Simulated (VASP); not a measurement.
A run of VASP 6.6.1:

The input INCAR:

```
SYSTEM = Mn
  PREC = Accurate
  ENCUT = 520
  EDIFF = 1E-6
  ISMEAR = 0
  SIGMA = 0.1
  LREAL = .FALSE.
  LASPH = .TRUE.
  NELM = 80
  ALGO = Normal
  ISIF = 2
  LWAVE = .FALSE.
  LCHARG = .TRUE.
  GGA = PE
  LELF = .TRUE.
  LVHAR = .TRUE.
  NBANDS = 12
```

The input KPOINTS:

```
regular mesh
0
G
  20 20 20
  0 0 0
```

The input POSCAR:

```
Mn
1.0
    0.0000000000      1.7512811919      1.7512811919
    1.7512811919      0.0000000000      1.7512811919
    1.7512811919      1.7512811919      0.0000000000
Mn
1
Direct
    0.0000000000      0.0000000000      0.0000000000
```

Potentials or basis: VASP PAW PBE potentials, release 64 (Mn_pv).

The run is started by

```bash
$ cat potpaw_PBE.64/Mn_pv/POTCAR > POTCAR
$ mpirun -np 1 vasp_std > vasp.out
```

Hardware: 1 thread of Intel(R) Xeon(R) Platinum 8259CL CPU @ 2.50GHz (Skylake/Cascade Lake), with other jobs on the host.

Task: How long does it take, and how much memory?

Result: It took 25 s on 1 thread of Intel(R) Xeon(R) Platinum 8259CL CPU @ 2.50GHz (Skylake/Cascade Lake) (shared host), peak memory 0.14 GiB. Counts: scf iterations 12, k points 256.
